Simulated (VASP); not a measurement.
# HC12 in VASP: further runs

Runs on HC12. Level: LDA. Tasks: single point.

All numbers are computed with VASP 6.6.1; they aren't measurements. Logs are shortened: lines on timing, memory, paths and dates and some standing lists are left out, and cuts for length are marked.

### 1 The cell of the first run

The cell holds a slab with vacuum, 26 atoms: a = 4.889 Å, b = 7.202 Å, c = 22.768 Å, α = 90.00°, β = 90.00°, γ = 109.84°.

### 2 Single point, LDA

INCAR reads:

```
SYSTEM = HC12
  ALGO = Normal
  DIPOL = 0.5 0.5 0.298
  EDIFF = 1E-7
  ENCUT = 520
  GGA = CA
  IDIPOL = 3
  ISIF = 2
  ISMEAR = 0
  LASPH = .TRUE.
  LCHARG = .FALSE.
  LDIPOL = .TRUE.
  LREAL = Auto
  LWAVE = .FALSE.
  NBANDS = 68
  NELM = 80
  PREC = Accurate
  SIGMA = 0.05
```

KPOINTS reads:

```
k-points
0
G
  6 4 1
  0 0 0
```

POSCAR reads:

```
HC12
1.0
    4.8892663280      0.0000000000      0.0000000000
   -2.4446331640      6.7739291692      0.0000000000
    0.0000000000      0.0000000000     22.7684096771
C H
24 2
Direct
    0.4020794403      0.3041588806      0.1756820110
    0.4020794403      0.8041588805      0.1756820110
    0.9020794403      0.3041588806      0.1756820110
    0.9020794403      0.8041588805      0.1756820110
    0.1630408159      0.3260816317      0.2059829668
    0.1630408159      0.8260816317      0.2059829668
    0.6630408159      0.3260816317      0.2059829668
    0.6630408159      0.8260816317      0.2059829668
    0.1846395683      0.3692791367      0.2666259491
    0.1846395683      0.8692791367      0.2666259491
    0.6846395683      0.3692791367      0.2666259491
    0.6846395683      0.8692791367      0.2666259491
    0.4461625696      0.3923265051      0.2960492075
    0.4461625696      0.8923265051      0.2960492075
    0.9461625696      0.3923265051      0.2960492075
    0.9461625696      0.8923265051      0.2960492075
    0.4715644646      0.4431294558      0.3591099590
    0.4715644646      0.9431294558      0.3591099590
    0.9715644646      0.4431294558      0.3591099590
    0.9715644646      0.9431294558      0.3591099590
    0.2327030006      0.4654044969      0.3851129614
    0.2327030006      0.9654044969      0.3851129614
    0.7327030006      0.4654044969      0.3851129614
    0.7327030006      0.9654044969      0.3851129614
    0.2327030006      0.9133323862      0.4993062686
    0.2327030006      1.0174766075      0.4993062686
```

Potentials or basis: VASP PAW LDA potentials, release 64 (C, H).

Command:

```sh
$ cat potpaw_LDA.64/C/POTCAR potpaw_LDA.64/H/POTCAR > POTCAR
$ mpirun -np 1 vasp_std > vasp.out
```

OUTCAR:

```text
SYSTEM = HC12
   EDIFF = 1E-7
   ENCUT = 520
   GGA = CA
   ISIF = 2
   ISMEAR = 0
   LASPH = .TRUE.
   LREAL = Auto
   NELM = 80
   PREC = Accurate

 ion  position               nearest neighbor table
   1  0.402  0.304  0.176-   5 1.41   7 1.41
   2  0.402  0.804  0.176-   8 1.41   6 1.41
   3  0.902  0.304  0.176-   7 1.41   5 1.41
   4  0.902  0.804  0.176-   6 1.41   8 1.41
   5  0.163  0.326  0.206-   1 1.41   3 1.41   9 1.41
   6  0.163  0.826  0.206-   4 1.41   2 1.41  10 1.41
   7  0.663  0.326  0.206-   3 1.41   1 1.41  11 1.41
   8  0.663  0.826  0.206-   2 1.41   4 1.41  12 1.41
   9  0.185  0.369  0.267-  13 1.40  15 1.40   5 1.41
  10  0.185  0.869  0.267-  14 1.40  16 1.40   6 1.41
[... 8 lines left out ...]
  19  0.972  0.443  0.359-  23 1.37  21 1.37  15 1.48
  20  0.972  0.943  0.359-  24 1.37  22 1.37  16 1.48
  21  0.233  0.465  0.385-  17 1.37  19 1.37
  22  0.233  0.965  0.385-  18 1.37  20 1.37
  23  0.733  0.465  0.385-  19 1.37  17 1.37
  24  0.733  0.965  0.385-  20 1.37  18 1.37
  25  0.233  0.913  0.499-  26 0.75
  26  0.233  0.017  0.499-  25 0.75

  LATTYP: Found a base centered orthorhombic cell.
 ALAT       =     4.8892663280
 B/A-ratio  =     2.7709389159
 C/A-ratio  =     4.6568151845

  Lattice vectors:

 A1 = (   2.4446331640,  -6.7739291692,   0.0000000000)
 A2 = (   2.4446331640,   6.7739291692,   0.0000000000)
 A3 = (   0.0000000000,   0.0000000000,  22.7684096771)

Analysis of symmetry for initial positions (statically):
=====================================================================
 Subroutine PRICEL returns:
 Original cell was already a primitive cell.

 Routine SETGRP: Setting up the symmetry group for a
 base centered orthorhombic supercell.

 Subroutine GETGRP returns: Found  1 space group operations
 (whereof  1 operations were pure point group operations)
 out of a pool of  8 trial point group operations.

The static configuration has the point symmetry C_1 .

Analysis of symmetry for dynamics (positions and initial velocities):
=====================================================================
 Subroutine PRICEL returns:
 Original cell was already a primitive cell.

 Routine SETGRP: Setting up the symmetry group for a
 base centered orthorhombic supercell.

 Subroutine GETGRP returns: Found  1 space group operations
 (whereof  1 operations were pure point group operations)
 out of a pool of  8 trial point group operations.

The dynamic configuration has the point symmetry C_1 .

 Subroutine INISYM returns: Found  1 space group operations
 (whereof  1 operations are pure point group operations),
 and found     1 'primitive' translations

----------------------------------------------------------------------------------------

                                     Primitive cell

  volume of cell :     754.0793

  direct lattice vectors                    reciprocal lattice vectors
     4.889266328  0.000000000  0.000000000     0.204529664  0.073812405  0.000000000
    -2.444633164  6.773929169  0.000000000     0.000000000  0.147624809  0.000000000
     0.000000000  0.000000000 22.768409677     0.000000000  0.000000000  0.043920503

  length of vectors
     4.889266328  7.201551756 22.768409677     0.217441152  0.147624809  0.043920503

  position of ions in fractional coordinates (direct lattice)
     0.402079440  0.304158881  0.175682011
     0.402079440  0.804158880  0.175682011
     0.902079440  0.304158881  0.175682011
     0.902079440  0.804158880  0.175682011
     0.163040816  0.326081632  0.205982967
     0.163040816  0.826081632  0.205982967
[... 18 lines left out ...]
     0.232703001  0.913332386  0.499306269
     0.232703001  0.017476608  0.499306269

  ion indices of the primitive-cell ions
   primitive index   ion index
                 1           1
                 2           2
                 3           3
                 4           4
                 5           5
[... 55 lines left out ...]
|        The reciprocal lattice is base centered orthorhombic,                |
|        whereas your k-lattice is simple monoclinic.                         |
|                                                                             |
|     Results are often still useful ...                                      |
|                                                                             |
 -----------------------------------------------------------------------------

 WARNING: IBZKPT: internal override: KBLOWUP is changed to .FALSE.
      ... skipping the blow-up phase ...

 Subroutine IBZKPT returns following result:
 ===========================================

 Found     14 irreducible k-points:

 Following reciprocal coordinates:
            Coordinates               Weight
  0.000000  0.000000  0.000000      1.000000
  0.166667  0.000000  0.000000      2.000000
  0.333333  0.000000  0.000000      2.000000
  0.500000  0.000000  0.000000      1.000000
  0.000000  0.250000  0.000000      2.000000
  0.166667  0.250000  0.000000      2.000000
  0.333333  0.250000  0.000000      2.000000
  0.500000  0.250000  0.000000      2.000000
 -0.333333  0.250000  0.000000      2.000000
 -0.166667  0.250000  0.000000      2.000000
  0.000000  0.500000  0.000000      1.000000
  0.166667  0.500000  0.000000      2.000000
  0.333333  0.500000  0.000000      2.000000
  0.500000  0.500000  0.000000      1.000000
   k-points           NKPTS =     14   k-points in BZ     NKDIM =     14   number of bands    NBANDS=     68
   number of dos      NEDOS =    301   number of ions     NIONS =     26
   total plane-waves  NPLWV = 349920
   dimension x,y,z NGX =    36 NGY =   54 NGZ =  180
   dimension x,y,z NGXF=    72 NGYF=  108 NGZF=  360
   ions per type =              24   2
   NGX,Y,Z   is equivalent  to a cutoff of  12.24, 12.47, 13.14 a.u.
   NGXF,Y,Z  is equivalent  to a cutoff of  24.48, 24.93, 26.29 a.u.
 SYSTEM =  HC12
   PREC   = accura    normal or accurate (medium, high low for compatibility)
   ISTART =      0    job   : 0-new  1-cont  2-samecut
   ICHARG =      2    charge: 1-file 2-atom 10-const
   ISPIN  =      1    spin polarized calculation?
   LNONCOLLINEAR =      F non collinear calculations
   LSORBIT =      F    spin-orbit coupling
   LASPH  =      T    aspherical Exc in radial PAW
   ENCUT  =  520.0 eV  38.22 Ry    6.18 a.u.   9.09 13.39 42.33*2*pi/ulx,y,z
   NELM   =     80;   NELMIN=  2; NELMDL= -5     # of ELM steps
   EDIFF  = 0.1E-06   stopping-criterion for ELM
   LREAL  =      T    real-space projection
   EDIFFG = 0.1E-05   stopping-criterion for IOM
   NSW    =      0    number of steps for IOM
   IBRION =     -1    ionic relax: 0-MD 1-quasi-New 2-CG
   NFREE  =      0    steps in history (QN), initial steepest desc. (CG)
   ISIF   =      2    stress and relaxation
   ISYM   =      2    0-nonsym 1-usesym 2-fastsym
   POTIM  = 0.5000    time-step for ionic-motion
   TEBEG  =    0.0;   TEEND  =   0.0 temperature during run
   PSTRESS=    0.0 pullay stress
   NELECT =      98.0000    total number of electrons
   NUPDOWN=      -1.0000    fix difference up-down
   EMIN   =  10.00;   EMAX   =-10.00  energy-range for DOS
   EFERMI =   0.00;   METHOD = LEGACY
   ISMEAR =     0;   SIGMA  =   0.05  broadening in eV -4-tet -1-fermi 0-gaus
   EFERMI_NEDOS =   21; number of points for ismear=-14 and -15
   IALGO  =     38    algorithm
   IMIX   =      4    mixing-type and parameters
     AMIX     =   0.40;   BMIX     =  1.00
     AMIX_MAG =   1.60;   BMIX_MAG =  1.00
  volume/ion in A,a.u.               =      29.00       195.72
  Fermi-wavevector in a.u.,A,eV,Ry     =   0.829235  1.567028  9.355793  0.687631
  Thomas-Fermi vector in A             =   1.941748
   LORBIT       =      0    0 simple, 1 ext, 2 COOP (PROOUT), +10 PAW based schemes
   GGA     = CA    functional components
   LHFCALC =     F    Hartree Fock is set to
   AEXX    =    0.0000 exact exchange contribution
   IVDW    =     0    specifies the selected vdW correction
   LEPSILON=     F    determine dielectric tensor
   LRPA    =     F    only Hartree local field effects (RPA)
 non-spin polarized calculation
 Gauss-broadening in eV      SIGMA  =   0.05
  energy-cutoff  :      520.00
  volume of cell :      754.08
 maximum number of plane-waves:     20327
   NGX = 19   NGY = 27   NGZ = 85

 dipolmoment           0.000000      0.000000      0.016687 electrons x Angstroem

 number of electron      98.0000000 magnetization

 dipolmoment           0.000000      0.000000     -0.156016 electrons x Angstroem

 Free energy of the ion-electron system (eV)
  ---------------------------------------------------
  ext. energy  EPLUGINS =         0.00000000
  ---------------------------------------------------
  free energy    TOTEN  =      -221.46492703 eV

  energy without entropy =     -221.43821837  energy(sigma->0) =     -221.45157270

 E-fermi :  -3.5911     XC(G=0):  -3.9450

 val. band max:       -3.5993813369   @ k =   0.3333   0.5000   0.0000
 cond. band min:      -3.5761668648   @ k =   0.3333   0.0000   0.0000
 fundamental gap:      0.0232144721
 Fermi energy:        -3.5910555724

 k-point     1 :       0.0000    0.0000    0.0000
  band No.  band energies     occupation
      1     -22.5193      2.00000
      2     -22.1901      2.00000
      3     -20.7727      2.00000
      4     -20.5088      2.00000
      5     -18.2828      2.00000
      6     -18.1428      2.00000
[... 885 lines left out ...]
     60       2.1182      0.00000
     61       2.1755      0.00000
 [bands above 61 left out]

------------------------ aborting loop because EDIFF is reached ----------------------------------------

 vacuum level on the upper side and lower side of the slab       (xc-potential included)        -0.478         0.345

  FORCE on cell =-STRESS in cart. coord.  units (eV):
  Direction    XX          YY          ZZ          XY          YZ          ZX
  --------------------------------------------------------------------------------------
  -------------------------------------------------------------------------------------
  Total        1.8295349     -1.0087013      4.6163695     -0.1569716      1.7088229     -0.0082308
  in kB        3.8871764     -2.1431674      9.8083082     -0.3335145      3.6307019     -0.0174878
  external PRESSURE =       3.8507724 kB  Pullay stress =       0.0000000 kB

 VOLUME and BASIS-vectors are now :
 -----------------------------------------------------------------------------
  energy-cutoff  :      520.00
  volume of cell :      754.08
      direct lattice vectors                 reciprocal lattice vectors
     4.889266328  0.000000000  0.000000000     0.204529664  0.073812405  0.000000000
    -2.444633164  6.773929169  0.000000000     0.000000000  0.147624809  0.000000000
     0.000000000  0.000000000 22.768409677     0.000000000  0.000000000  0.043920503

 POSITION                                       TOTAL-FORCE (eV/Angst)
 -----------------------------------------------------------------------------------
      1.22232      2.06035      4.00000         0.001552      0.300067      1.836846
      0.00000      5.44732      4.00000         0.034235      0.288287      1.775416
      3.66695      2.06035      4.00000         0.002737      0.298700      1.832105
      2.44463      5.44732      4.00000        -0.030093      0.288111      1.775332
      0.00000      2.20885      4.68990         0.001215     -0.705983     -3.486491
     -1.22232      5.59582      4.68990        -0.000673     -0.703918     -3.420440
[... 18 lines left out ...]
     -1.09502      6.18685     11.36841         0.256278     -0.682944     -0.022816
      1.09502      0.11839     11.36841        -0.254185      0.677230     -0.047604
 -----------------------------------------------------------------------------------
    total drift:                               -0.009762      0.010895      0.023205

  FREE ENERGIE OF THE ION-ELECTRON SYSTEM (eV)
  ---------------------------------------------------
  free  energy   TOTEN  =      -221.4649270283 eV

  energy  without entropy=     -221.4382183670  energy(sigma->0) =     -221.45157270

 vacuum level on the upper side and lower side of the slab         2.621         3.468
```

Run time: 21 min. Hardware: 1 thread of Intel Xeon Platinum 8559C (Emerald Rapids), shared host; peak memory 0.79 GiB.

What came out:

```
Free energy            : -221.4649 eV
Largest force          : 3.558 eV/Å
Band gap on the k mesh : zero (band 49 reaches -3.56 eV, above the bottom of band 50 at -3.61 eV)
```

Forces on the atoms (eV/Å):
```
C    0.002  0.300  1.837
C    0.034  0.288  1.775
C    0.003  0.299  1.832
C   -0.030  0.288  1.775
C    0.001 -0.706 -3.486
C   -0.001 -0.704 -3.420
C   -0.002 -0.706 -3.487
C    0.000 -0.688 -3.380
C   -0.001  0.393  1.553
C   -0.003  0.384  1.500
C   -0.003  0.393  1.552
C   -0.002  0.394  1.542
C    0.003 -0.009  0.015
C   -0.041  0.012  0.048
C    0.000  0.003  0.014
C    0.044  0.011  0.048
C    0.002 -0.069 -0.073
C    0.027 -0.052  0.034
C    0.002 -0.066 -0.078
C   -0.023 -0.056  0.029
C   -0.005  0.088  0.168
C   -0.006  0.033 -0.169
C   -0.001  0.085  0.156
C    0.000  0.090  0.286
H    0.256 -0.683 -0.023
H   -0.254  0.677 -0.048
```

[end of part 1 of 2]
